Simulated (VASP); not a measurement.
# Ti (Pm-3m) in VASP: notebook

Runs on Ti. Level: r2SCAN. Tasks: single point, relaxation of cell and atoms.

Everything below comes from runs of VASP 6.6.1. Logs are shortened: lines on timing, memory, paths and dates and some standing lists are left out, and cuts for length are marked.

## 1. The cell of the first run

The structure is cubic, space group Pm-3m (No. 221). The conventional cell has a = 2.625 Å, b = 2.625 Å, c = 2.625 Å, α = 90.00°, β = 90.00°, γ = 90.00°. Within 3.5 Å of Ti (site symmetry m-3m) lie 6 Ti at 2.63 Å.

## 2. Single point, r2SCAN

Contents of POSCAR:

```
Ti
1.0
    2.6253006615      0.0000000000      0.0000000000
    0.0000000000      2.6253006615      0.0000000000
    0.0000000000      0.0000000000      2.6253006615
Ti
1
Direct
    0.0000000000      0.0000000000      0.0000000000
```

Contents of INCAR.step1:

```
PREC = Accurate
ENCUT = 520
ISMEAR = -1
SIGMA = 0.05
LREAL = F
LASPH = T
NELM = 80
NBANDS = 12
GGA = PE
ALGO = Normal
EDIFF = 1E-4
LWAVE = T
LCHARG = F
```

Contents of INCAR.step2:

```
PREC = Accurate
ENCUT = 520
EDIFF = 1E-7
ISMEAR = -1
SIGMA = 0.05
LREAL = F
LASPH = T
NELM = 80
ALGO = Normal
ISIF = 2
LWAVE = F
LCHARG = F
METAGGA = R2SCAN
LMIXTAU = T
NBANDS = 12
ISTART = 1
```

Contents of KPOINTS:

```
Automatic mesh
0
Gamma
  17 17 17
```

Potentials or basis: VASP PAW PBE potentials, release 64 (Ti_sv).

On the command line:

```sh
$ cat potpaw_PBE.64/Ti_sv/POTCAR > POTCAR
$ cp INCAR.step1 INCAR
$ mpirun -np 1 vasp_std > vasp.out
$ cp INCAR.step2 INCAR
$ mpirun -np 1 vasp_std > vasp.out
```

OUTCAR:

```text
PREC = Accurate
   ENCUT = 520
   EDIFF = 1E-7
   ISMEAR = -1
   LREAL = F
   LASPH = T
   NELM = 80
   ISIF = 2
   METAGGA = R2SCAN
   ISTART = 1

 ion  position               nearest neighbor table
   1  0.000  0.000  0.000-

  LATTYP: Found a simple cubic cell.
 ALAT       =     2.6253006615

  Lattice vectors:

 A1 = (   2.6253006615,   0.0000000000,   0.0000000000)
 A2 = (   0.0000000000,   2.6253006615,   0.0000000000)
 A3 = (   0.0000000000,   0.0000000000,   2.6253006615)

Analysis of symmetry for initial positions (statically):
=====================================================================
 Subroutine PRICEL returns:
 Original cell was already a primitive cell.

 Routine SETGRP: Setting up the symmetry group for a
 simple cubic supercell.

 Subroutine GETGRP returns: Found 48 space group operations
 (whereof 48 operations were pure point group operations)
 out of a pool of 48 trial point group operations.

The static configuration has the point symmetry O_h .

Analysis of symmetry for dynamics (positions and initial velocities):
=====================================================================
 Subroutine PRICEL returns:
 Original cell was already a primitive cell.

 Routine SETGRP: Setting up the symmetry group for a
 simple cubic supercell.

 Subroutine GETGRP returns: Found 48 space group operations
 (whereof 48 operations were pure point group operations)
 out of a pool of 48 trial point group operations.

The dynamic configuration has the point symmetry O_h .

 Subroutine INISYM returns: Found 48 space group operations
 (whereof 48 operations are pure point group operations),
 and found     1 'primitive' translations

----------------------------------------------------------------------------------------

                                     Primitive cell

  volume of cell :      18.0941

  direct lattice vectors                    reciprocal lattice vectors
     2.625300661  0.000000000  0.000000000     0.380908753  0.000000000  0.000000000
     0.000000000  2.625300661  0.000000000     0.000000000  0.380908753  0.000000000
     0.000000000  0.000000000  2.625300661     0.000000000  0.000000000  0.380908753

  length of vectors
     2.625300661  2.625300661  2.625300661     0.380908753  0.380908753  0.380908753

  position of ions in fractional coordinates (direct lattice)
     0.000000000  0.000000000  0.000000000
[... 75 lines left out ...]
   NELM   =     80;   NELMIN=  2; NELMDL=  0     # of ELM steps
   EDIFF  = 0.1E-06   stopping-criterion for ELM
   LREAL  =      F    real-space projection
   EDIFFG = 0.1E-05   stopping-criterion for IOM
   NSW    =      0    number of steps for IOM
   IBRION =     -1    ionic relax: 0-MD 1-quasi-New 2-CG
   NFREE  =      0    steps in history (QN), initial steepest desc. (CG)
   ISIF   =      2    stress and relaxation
   ISYM   =      2    0-nonsym 1-usesym 2-fastsym
   POTIM  = 0.5000    time-step for ionic-motion
   TEBEG  =    0.0;   TEEND  =   0.0 temperature during run
   PSTRESS=    0.0 pullay stress
   NELECT =      12.0000    total number of electrons
   NUPDOWN=      -1.0000    fix difference up-down
   EMIN   =  10.00;   EMAX   =-10.00  energy-range for DOS
   EFERMI =   0.00;   METHOD = LEGACY
   ISMEAR =    -1;   SIGMA  =   0.05  broadening in eV -4-tet -1-fermi 0-gaus
   EFERMI_NEDOS =   21; number of points for ismear=-14 and -15
   IALGO  =     38    algorithm
   IMIX   =      4    mixing-type and parameters
     AMIX     =   0.40;   BMIX     =  1.00
     AMIX_MAG =   1.60;   BMIX_MAG =  1.00
  volume/ion in A,a.u.               =      18.09       122.11
  Fermi-wavevector in a.u.,A,eV,Ry     =   1.427654  2.697874 27.731326  2.038195
  Thomas-Fermi vector in A             =   2.547800
   LORBIT       =      0    0 simple, 1 ext, 2 COOP (PROOUT), +10 PAW based schemes
   METAGGA = R2SCAN    functional components
   LHFCALC =     F    Hartree Fock is set to
   AEXX    =    0.0000 exact exchange contribution
   IVDW    =     0    specifies the selected vdW correction
   LEPSILON=     F    determine dielectric tensor
   LRPA    =     F    only Hartree local field effects (RPA)
 non-spin polarized calculation
  energy-cutoff  :      520.00
  volume of cell :       18.09
 maximum number of plane-waves:       500
 NGX is ok and might be reduce to    20
   NGX =  9   NGY =  9   NGZ =  9

 number of electron      11.9999993 magnetization

 Free energy of the ion-electron system (eV)
  ---------------------------------------------------
  ext. energy  EPLUGINS =         0.00000000
  ---------------------------------------------------
  free energy    TOTEN  =       -12.04540889 eV

  energy without entropy =      -12.03183650  energy(sigma->0) =      -12.03862269

 E-fermi :   7.7622     XC(G=0): -12.0731

 val. band max:        7.7587688360   @ k =   0.4706   0.4706   0.0588
 cond. band min:       7.7698807188   @ k =   0.2941   0.1176   0.1176
 fundamental gap:      0.0111118829
 Fermi energy:         7.7621808016

 k-point     1 :       0.0000    0.0000    0.0000
  band No.  band energies     occupation
      1     -51.1104      2.00000
      2     -25.8250      2.00000
      3     -25.8250      2.00000
      4     -25.8250      2.00000
      5       1.6471      2.00000
      6       6.3338      2.00000
      7       6.3338      2.00000
      8      12.0764      0.00000
      9      12.0764      0.00000
     10      12.0764      0.00000
     11      24.5204      0.00000
     12      24.5204      0.00000
[... 331 lines left out ...]
 k-point    24 :       0.4706    0.1176    0.0000
  band No.  band energies     occupation
      1     -50.9553      2.00000
      2     -26.7462      2.00000
      3     -25.8626      2.00000
      4     -25.7324      2.00000
      5       6.0729      2.00000
      6       6.9590      2.00000
      7       7.3974      1.99864
      8      10.1887      0.00000
      9      10.5324      0.00000
     10      12.0002      0.00000
     11      15.4537      0.00000
     12      24.8611      0.00000

 [... further k-points ...]
[... 5 lines left out ...]
  --------------------------------------------------------------------------------------
  -------------------------------------------------------------------------------------
  Total        0.0422976      0.0422976      0.0422976     -0.0000000     -0.0000000     -0.0000000
  in kB        3.7453224      3.7453224      3.7453224     -0.0000000     -0.0000000     -0.0000000
  external PRESSURE =       3.7453224 kB  Pullay stress =       0.0000000 kB

 VOLUME and BASIS-vectors are now :
 -----------------------------------------------------------------------------
  energy-cutoff  :      520.00
  volume of cell :       18.09
      direct lattice vectors                 reciprocal lattice vectors
     2.625300661  0.000000000  0.000000000     0.380908753  0.000000000  0.000000000
     0.000000000  2.625300661  0.000000000     0.000000000  0.380908753  0.000000000
     0.000000000  0.000000000  2.625300661     0.000000000  0.000000000  0.380908753

 POSITION                                       TOTAL-FORCE (eV/Angst)
 -----------------------------------------------------------------------------------
      0.00000      0.00000      0.00000         0.000000      0.000000      0.000000
 -----------------------------------------------------------------------------------
    total drift:                                0.000000      0.000000      0.000000

  FREE ENERGIE OF THE ION-ELECTRON SYSTEM (eV)
  ---------------------------------------------------
  free  energy   TOTEN  =       -12.0454088872 eV

  energy  without entropy=      -12.0318365018  energy(sigma->0) =      -12.03862269
```

Run time: 90 s. Hardware: 1 thread of Intel Xeon 6975P-C, shared host; peak memory 0.15 GiB.

Results:

```yaml
Free_energy: -12.0454 eV
Pressure: 0.4 GPa
Band_gap_on_the_k_mesh: zero (band 6 reaches 8.68 eV, above the bottom of band 7 at 6.33 eV)
```

Levels at points of the mesh, in eV from the Fermi level:
```tsv
k point	band 3	band 4	band 5	band 6	band 7	band 8	band 9	band 10
(0.00, 0.00, 0.00)	-33.59	-33.59	-6.12	-1.43	-1.43	4.31	4.31	4.31
```

Caveat: the PAW data sets were made with another functional, which shifts forces and pressure a little.

[end of part 1 of 2]
